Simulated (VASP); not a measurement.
Wanted: the native input for a VASP 6.6.1 run.

```yaml
Task: single point
Functional: PBE
Potentials_or_basis: VASP PAW PBE potentials, release 64 (Ge_d)
Cutoff: 520 eV
k_mesh: 8 × 6 × 6
Occupations: gaussian, width 0.1 eV
Spin: no spin polarisation
Dipole_correction: no
Further_INCAR_settings: ALGO = Normal; EDIFF = 1e-07; NBANDS = 13
```

The structure of Ge lies in POSCAR:

```
Ge
1.0
    2.3570826300      0.0000000000      0.0000000000
    0.0000000000      2.8015058900      0.0000000000
    0.0000000000      0.0000000000      3.3219643400
Ge
1
Direct
    0.5000000000      0.5000000000      0.5000000000
```

One way to write it, as run:

INCAR

```
SYSTEM = Ge
PREC = Accurate
ENCUT = 520
EDIFF = 1E-7
ISMEAR = 0
SIGMA = 0.1
LREAL = .FALSE.
LASPH = .TRUE.
NELM = 80
ALGO = Normal
ISIF = 2
LWAVE = .FALSE.
LCHARG = .TRUE.
GGA = PE
LELF = .TRUE.
LVHAR = .TRUE.
NBANDS = 13
```

KPOINTS

```
regular mesh
0
G
  8 6 6
  0 0 0
```

Potentials or basis: VASP PAW PBE potentials, release 64 (Ge_d).

Run with:

```sh
$ cat potpaw_PBE.64/Ge_d/POTCAR > POTCAR
$ mpirun -np 1 vasp_std > vasp.out
```

It gave:

The pressure is 4.9 GPa and the band gap on the k mesh is zero (band 7 reaches 7.75 eV, above the bottom of band 8 at 2.85 eV).

Caveat: the k points lie up to 0.37 Å⁻¹ apart.

Run time: 7.6 s on 1 thread of Intel(R) Xeon(R) 6975P-C (Granite Rapids), on a shared host, peak memory 0.14 GiB.
